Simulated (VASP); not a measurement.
Here is a VASP 6.6.1 calculation.

INCAR

```
ALGO = Normal
EDIFF = 1E-7
ENCUT = 520
ISIF = 2
ISMEAR = -1
LASPH = T
LCHARG = F
LREAL = F
LWAVE = F
NBANDS = 21
NELM = 80
PREC = Accurate
SIGMA = 0.05
```

Contents of KPOINTS:

```
k-points
0
Gamma
  9 9 5
```

Contents of POSCAR:

```
Pb
1.0
    3.4800000000      0.0000000000      0.0000000000
   -1.7400000000      3.0137684052      0.0000000000
    0.0000000000      0.0000000000      5.5900000000
Pb
2
Direct
    0.6666666667      0.3333333333      0.7500000000
    0.3333333333      0.6666666667      0.2500000000
```

Potentials or basis: VASP PAW LDA potentials, release 64 (Pb_d).

Run with:

```console
$ cat potpaw_LDA.64/Pb_d/POTCAR > POTCAR
$ mpirun -np 1 vasp_std > vasp.out
```

Question: Estimate the pressure.

Answer: -0.5 GPa.

Question: Predict the band gap on the k mesh.

Answer: Zero (bands 14 and 15 overlap by 7.70 eV).

Stress tensor (GPa, compression positive):
```
-1.77  0.00  0.00
 0.00 -1.77  0.00
 0.00  0.00  1.93
```

Caveat: spin-orbit coupling is left out, which moves the levels of the heavy elements.
